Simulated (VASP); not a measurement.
Set up this calculation in VASP 6.6.1, as the native input.

```
Task                   : single point
Functional             : LDA
Potentials or basis    : VASP PAW LDA potentials, release 64 (Sr_sv)
Cutoff                 : 520 eV
k mesh                 : 8 × 8 × 8
Occupations            : fermi-dirac, width 0.05 eV
Spin                   : no spin polarisation
Dipole correction      : no
Further INCAR settings : ALGO = Normal; EDIFF = 1e-06; NBANDS = 11
```

The structure of Sr lies in POSCAR:

```
Sr
1.0
    0.0000000000      2.9802437979      2.9802437979
    2.9802437979      0.0000000000      2.9802437979
    2.9802437979      2.9802437979      0.0000000000
Sr
1
Direct
    0.0000000000      0.0000000000      0.0000000000
```

This cell differs from its parent crystal: volume scaled by 0.94.

These files were run (other wordings do the same):

INCAR

```
PREC     = Accurate       # precision mode
ENCUT    = 520            # plane-wave cutoff, eV
EDIFF    = 1E-6           # SCF threshold, eV
ISMEAR   = -1             # smearing method
SIGMA    = 0.05           # smearing width, eV
LREAL    = False          # projectors in reciprocal space
LASPH    = True           # aspherical terms in the spheres
NELM     = 80             # most SCF steps
ALGO     = Normal         # electronic algorithm
ISIF     = 2              # what is computed and relaxed
LWAVE    = False          # write WAVECAR
LCHARG   = False          # write CHGCAR
GGA      = CA             # functional
NBANDS   = 11             # bands
```

KPOINTS

```
Automatic mesh
0
Gamma
  8 8 8
```

Potentials or basis: VASP PAW LDA potentials, release 64 (Sr_sv).

Command:

```console
$ cat potpaw_LDA.64/Sr_sv/POTCAR > POTCAR
$ mpirun -np 1 vasp_std > vasp.out
```

It gave:

```json
{"Pressure": "-1.1 GPa"}
```

It took 10 s on 1 thread of AMD EPYC 7R43 64-Core Processor (Zen 3), on a shared host, peak memory 0.12 GiB.
